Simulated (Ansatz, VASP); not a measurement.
**AlCo in VASP and in Ansatz**

Contents of INCAR:

```
ALGO = Fast
EDIFF = 1E-6
ENCUT = 520
GGA = PS
ISIF = 2
ISMEAR = 0
LASPH = T
LCHARG = F
LREAL = F
LWAVE = F
NBANDS = 13
NELM = 80
PREC = Accurate
SIGMA = 0.15
```

The input KPOINTS:

```
k-points
0
Gamma
  16 16 16
```

The input POSCAR:

```
AlCo
1.0
    2.8194032100      0.0000000000      0.0000000000
    0.0000000000      2.8194032100      0.0000000000
    0.0000000000      0.0000000000      2.8194032100
Al Co
1 1
Direct
    0.0000000000      0.0000000000      0.0000000000
    0.4749199838      0.4749199838      0.4645315010
```

Input for Ansatz:

```yaml
crystal:
  lattice:
    - [2.81940321, 0.0, 0.0]
    - [0.0, 2.81940321, 0.0]
    - [0.0, 0.0, 2.81940321]
  atoms:
    - { symbol: Al, position: [0.0, 0.0, 0.0] }
    - { symbol: Co, position: [0.4749199838, 0.4749199838, 0.464531501] }
basis:
  ecutwfc: 420
kpoints:
  mp_grid: { grid: [16, 16, 16] }
hamiltonian:
  xc: pbesol
scf:
  occupations: { method: gaussian, width: 0.15 }
output:
  forces: true
  stress: true
  eigenvalues: true
```

Alike in both runs: task single point; functional PBEsol; k mesh 16 × 16 × 16; occupations gaussian, width 0.15 eV; no spin polarisation.

```csv
,VASP,Ansatz
version,VASP 6.6.1,Ansatz 0.2.0
potentials or method,"VASP PAW PBE potentials, release 64 (Al, Co), cutoff 520 eV","scalar-relativistic, plane waves, PAW"
valence electrons in the cell,12,20
```

VASP gave:

* gap on the k mesh at the Fermi level (eV): none
* pressure (GPa): 1.9
* traceless stress, the component that is largest in VASP (GPa): 1.35
* rms of the force components (eV/Å): 0.680

Task: Estimate Ansatz's values.

Result: gap on the k mesh at the Fermi level (eV): none; pressure (GPa): 2.4; traceless stress, the component that is largest in VASP (GPa): 1.34; rms of the force components (eV/Å): 0.675.

VASP's potentials were made for PBE, not for PBEsol. Atom by atom the forces differ by 0.005 eV/Å (rms over components). A gap of «none» marks a metal or a gap that the smearing closes. The functional is the same, so the differences come from potentials, cutoffs and numerics. VASP's potentials hold 12 valence electrons a cell and Ansatz's 20, so a difference there can come from the potentials and not from the codes.
